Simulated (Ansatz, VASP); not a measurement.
This is a calculation of ZnS for VASP 6.6.1.

Contents of INCAR:

```
SYSTEM = ZnS
  PREC = Accurate
  ENCUT = 600
  EDIFF = 1E-6
  ISMEAR = -1
  SIGMA = 0.05
  LREAL = .False.
  LASPH = .True.
  NELM = 80
  ALGO = Normal
  ISIF = 3
  LWAVE = .False.
  LCHARG = .False.
  GGA = B5
  ALDAX = 1.0
  AGGAX = 1.0
  AGGAC = 1.0
  ALDAC = 0.0
  IVDW = 12
  VDW_S6 = 1.0
  VDW_S8 = 2.6996
  VDW_A1 = 0.4298
  VDW_A2 = 4.2359
  IBRION = 2
  NSW = 60
  EDIFFG = -0.01
```

KPOINTS

```
regular mesh
0
Gamma
  9 9 9
  0 0 0
```

The input POSCAR:

```
ZnS
1.0
    0.0000000000      2.7020000000      2.7020000000
    2.7020000000      0.0000000000      2.7020000000
    2.7020000000      2.7020000000      0.0000000000
Zn S
1 1
Direct
    0.7500000000      0.7500000000      0.7500000000
    0.0000000000      0.0000000000      0.0000000000
```

Potentials or basis: VASP PAW PBE potentials, release 64 (Zn, S).

Run with:

```console
$ cat potpaw_PBE.64/Zn/POTCAR potpaw_PBE.64/S/POTCAR > POTCAR
$ mpirun -np 1 vasp_std > vasp.out
```

Task: Set up the same calculation for Ansatz 0.2.0. Potentials there: Ansatz PAW.

Result: As run (the cutoff follows the program's own potentials):

The input input.yaml:

```yaml
crystal:
  lattice:
    - [0.0, 2.702, 2.702]
    - [2.702, 0.0, 2.702]
    - [2.702, 2.702, 0.0]
  atoms:
    - { symbol: Zn, position: [0.75, 0.75, 0.75] }
    - { symbol: S, position: [0.0, 0.0, 0.0] }
hamiltonian:
  xc: blyp
  pseudopotentials: { kind: paw }
  dispersion: d3bj
kpoints:
  mp_grid: { grid: [9, 9, 9] }
scf:
  occupations: { method: fermi_dirac, width: 0.05 }
output:
  forces: true
  stress: true
relax:
  f_tol: 0.01
  max_steps: 40
  cell: { stress_tol: 0.05 }
```

Potentials or basis: Ansatz PAW.

Command:

```sh
$ ansatz run input.yaml --threads 2 --pin off --max-ram 5632MiB --backend cpu --events-out ev --progress --plain --runs-dir out
```

Both were run:

|  | VASP | Ansatz | Ansatz less VASP |
| --- | --- | --- | --- |
| relaxed volume (Å³/atom) | 19.55 | 19.51 | -0.037 |
| relaxed cell length with the largest relative difference (Å) | 3.810 | 3.807 | -0.0024 |

VASP's potentials were made for PBE, not for BLYP.

Noted on Ansatz's run: odd divisions of the mesh miss points on the zone boundary, where band edges often lie, so the gap on the mesh can be too wide; the plane-wave basis is chosen anew once the cell has moved, so the energies of steps on either side of that aren't comparable.
